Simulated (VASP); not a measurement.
**PbSe: single point with PBE**

PbSe:

```
Pb Se
1.0
     0.02317    3.08870    3.08870
     3.08870    0.02317    3.08870
     3.11187    3.11187    0.00000
Pb Se
1 1
Direct
  0.00000 0.00000 0.00000
  0.50000 0.50000 0.50000
```

This cell differs from its parent crystal: shear xy strain +1.5%.

```json
{"Program": "VASP 6.6.1", "Task": "single point", "Functional": "PBE", "Potentials or basis": "VASP PAW PBE potentials, release 64 (Pb_d, Se)", "Cutoff": "520 eV", "k mesh": "8 × 8 × 8", "Occupations": "fermi-dirac, width 0.02 eV", "Spin": "no spin polarisation", "Dipole correction": "no", "Further INCAR settings": "ALGO = Normal; EDIFF = 1e-06; NBANDS = 17"}
```

The pressure is 0.9 GPa and the band gap on the k mesh is 0.31 eV, indirect (least direct gap 0.37 eV).

Stress tensor (GPa, compression positive):
```
 0.93 -0.26  0.00
-0.26  0.93  0.00
 0.00  0.00  0.92
```

Levels at points of the mesh, in eV from the valence-band top:
| k point | band 8 | band 9 | band 10 | band 11 | band 12 | band 13 |
| --- | --- | --- | --- | --- | --- | --- |
| (0.00, 0.00, 0.00) | -1.82 | -1.77 | -1.71 | 4.63 | 4.64 | 4.66 |
| (0.50, 0.00, 0.00) | -1.41 | -1.38 | -0.06 | 0.31 | 1.69 | 1.73 |
| (0.50, 0.50, 0.00) | -4.77 | -3.14 | -3.00 | 3.80 | 5.48 | 5.51 |
| (0.00, 0.00, 0.50) | -1.37 | -1.34 | 0.00 | 0.38 | 1.76 | 1.81 |
| (0.50, 0.00, 0.50) | -4.77 | -3.07 | -3.07 | 3.80 | 5.48 | 5.50 |

It took 30 s on 1 thread of Intel(R) Xeon(R) 6975P-C (Granite Rapids), on a shared host, peak memory 0.24 GiB.

Caveat: the cell differs from its parent crystal (shear xy strain +1.5%); spin-orbit coupling is left out, which moves the levels of the heavy elements. A k mesh can miss the band edges.
